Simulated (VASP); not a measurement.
Wanted: the native input for a VASP 6.6.1 run.

```yaml
Task: single point
Functional: RPBE
Potentials_or_basis: VASP PAW PBE potentials, release 64 (La)
Cutoff: 520 eV
k_mesh: 9 × 9 × 9
Occupations: gaussian, width 0.1 eV
Spin: no spin polarisation
Dipole_correction: no
Further_INCAR_settings: ALGO = Normal; EDIFF = 1e-06; NBANDS = 12
```

The structure of La lies in POSCAR:

```
La
1.0
   -2.1238310710      2.1238310710      2.1238310710
    2.1238310710     -2.1238310710      2.1238310710
    2.1238310710      2.1238310710     -2.1238310710
La
1
Direct
    0.0000000000      0.0000000000      0.0000000000
```

The input as run:

INCAR

```
ALGO = Normal
EDIFF = 1E-6
ENCUT = 520
GGA = RP
ISIF = 2
ISMEAR = 0
LASPH = T
LCHARG = F
LREAL = F
LWAVE = F
NBANDS = 12
NELM = 100
PREC = Accurate
SIGMA = 0.1
```

KPOINTS

```
k-points
0
Gamma
  9 9 9
```

Potentials or basis: VASP PAW PBE potentials, release 64 (La).

Launch:

```bash
$ cat potpaw_PBE.64/La/POTCAR > POTCAR
$ mpirun -np 1 vasp_std > vasp.out
```

Results of the run:

| Quantity | Value |
| --- | --- |
| Pressure | 0.7 GPa |

Caveat: the PAW data sets were made with another functional, which shifts forces and pressure a little.

Run time: 20 s on 1 thread of Intel Xeon 6975P-C, with other jobs on the host, peak memory 0.17 GiB.
